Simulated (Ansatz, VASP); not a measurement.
**Ni2N: VASP beside Ansatz**

INCAR

```
SYSTEM = Ni2N
PREC = Accurate ; ENCUT = 600
EDIFF = 1E-6 ; ISMEAR = 0
SIGMA = 0.1 ; LREAL = .FALSE.
LASPH = .TRUE. ; NELM = 100
ALGO = Normal ; ISIF = 3
LWAVE = .FALSE. ; LCHARG = .FALSE.
GGA = PE ; IBRION = 2
NSW = 100 ; EDIFFG = -0.01
```

The input KPOINTS:

```
Automatic mesh
0
G
  14 14 16
  0 0 0
```

File POSCAR:

```
Ni2N
1.0
    3.5796223286      0.0000000000      0.0000000000
    0.0000000000      3.5796223286      0.0000000000
    0.0000000000      0.0000000000      2.7492573581
Ni N
2 1
Direct
    0.5000000000      0.0000000000      0.0000000000
    0.0000000000      0.5000000000      0.0000000000
    0.5000000000      0.5000000000      0.0000000000
```

Input for Ansatz:

```yaml
crystal:
  lattice:
    - [3.5796223286, 0.0, 0.0]
    - [0.0, 3.5796223286, 0.0]
    - [0.0, 0.0, 2.7492573581]
  atoms:
    - { symbol: Ni, position: [0.5, 0.0, 0.0] }
    - { symbol: Ni, position: [0.0, 0.5, 0.0] }
    - { symbol: "N", position: [0.5, 0.5, 0.0] }
basis:
  ecutwfc: 420
kpoints:
  mp_grid: { grid: [14, 14, 16] }
hamiltonian:
  xc: pbe
scf:
  occupations: { method: gaussian, width: 0.1 }
output:
  forces: true
  stress: true
  eigenvalues: true
relax:
  adjacent_minimum: "off"
  f_tol: 0.01
  max_steps: 80
  cell: { stress_tol: 0.05 }
```

Alike in both runs: task relaxation of cell and atoms; functional PBE; k mesh 14 × 14 × 16; occupations gaussian, width 0.1 eV; no spin polarisation.

|  | VASP | Ansatz |
| --- | --- | --- |
| version | VASP 6.6.1 | Ansatz 0.2.0 |
| potentials or method | VASP PAW PBE potentials, release 64 (Ni, N), cutoff 600 eV | scalar-relativistic, plane waves, PAW |
| valence electrons in the cell | 25 | 41 |

```tsv
	VASP	Ansatz	Ansatz less VASP
gap on the k mesh at the Fermi level, each at its own relaxed structure (eV)	none	none	-
relaxed volume (Å³/atom)	11.71	11.75	+0.037
relaxed length of the cell vector where the two differ most in proportion (Å)	2.736	2.750	+0.0147
```

A gap of «none» marks a metal or a gap that the smearing closes. VASP's potentials hold 25 valence electrons a cell and Ansatz's 41, so a difference there can come from the potentials and not from the codes.
